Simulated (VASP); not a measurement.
Write the native input for VASP 6.6.1 that does the following.

| Property | Result |
| --- | --- |
| Task | single point |
| Functional | PBE |
| Potentials or basis | VASP PAW PBE potentials, release 64 (Au) |
| Cutoff | 520 eV |
| k mesh | 8 × 8 × 17 |
| Occupations | gaussian, width 0.1 eV |
| Spin | no spin polarisation |
| Dipole correction | no |
| Further INCAR settings | ALGO = Fast; EDIFF = 1e-06; NBANDS = 18; ISYM = 0 |

The structure of Au lies in POSCAR:

```
Au
1.0
    4.2142065355      0.0000000000      0.0000000000
    0.0000000000      4.2142065355      0.0000000000
   -2.1071032677      0.0000000000      2.0456580159
Au
2
Direct
    0.0000000000      0.0000000000      0.0000000000
    0.5000000000      0.5000000000      0.0000000000
```

The input as run:

INCAR

```
SYSTEM = Au
ALGO = Fast
EDIFF = 1E-6
ENCUT = 520
GGA = PE
ISIF = 2
ISMEAR = 0
ISYM = 0
LASPH = .TRUE.
LCHARG = .FALSE.
LREAL = .FALSE.
LWAVE = .FALSE.
NBANDS = 18
NELM = 100
PREC = Accurate
SIGMA = 0.1
```

KPOINTS

```
k-points
0
G
  8 8 17
  0 0 0
```

Potentials or basis: VASP PAW PBE potentials, release 64 (Au).

The run is started by

```bash
$ cat potpaw_PBE.64/Au/POTCAR > POTCAR
$ mpirun -np 1 vasp_std > vasp.out
```

Results of the run:

```json
{
 "Pressure": "-1.5 GPa",
 "Band gap on the k mesh": "zero (bands 11 and 12 overlap by 6.73 eV)"
}
```

Caveat: spin-orbit coupling is left out, which moves the levels of the heavy elements.

Wall time 120 s on 1 thread of Intel(R) Xeon(R) 6975P-C (Granite Rapids), on a shared host, peak memory 0.4 GiB.
